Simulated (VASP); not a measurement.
# Os: single point with PBEsol

Os:

```
Os
1.0
    -1.53135    1.53135    1.53135
     1.53135   -1.53135    1.53135
     1.53135    1.53135   -1.53135
Os
1
Direct
  0.00000 0.00000 0.00000
```

| Item | Value |
| --- | --- |
| Program | VASP 6.6.1 |
| Task | single point |
| Functional | PBEsol |
| Potentials or basis | VASP PAW PBE potentials, release 64 (Os) |
| Cutoff | 520 eV |
| k mesh | 16 × 16 × 16 |
| Occupations | fermi-dirac, width 0.1 eV |
| Spin | no spin polarisation |

```json
{"Pressure": "0.7 GPa", "Band gap on the k mesh": "zero (band 4 reaches 11.66 eV, above the bottom of band 5 at 7.15 eV)"}
```

Levels at points of the mesh, in eV from the Fermi level:
| k point | band 2 | band 3 | band 4 | band 5 | band 6 | band 7 |
| --- | --- | --- | --- | --- | --- | --- |
| (0.00, 0.00, 0.00) | -3.41 | -3.41 | -3.41 | -0.09 | -0.09 | 16.22 |
| (0.50, 0.00, 0.00) | -5.50 | -0.26 | -0.23 | 0.56 | 3.29 | 9.05 |
| (0.50, 0.50, 0.50) | -7.45 | 2.44 | 2.44 | 2.44 | 7.87 | 7.87 |

Run time: 15 s on 1 thread of AMD EPYC 7R43 64-Core Processor (Zen 3) (shared host), peak memory 0.11 GiB.

Caveat: the PAW data sets were made with another functional, which shifts forces and pressure a little; spin-orbit coupling is left out, which moves the levels of the heavy elements.
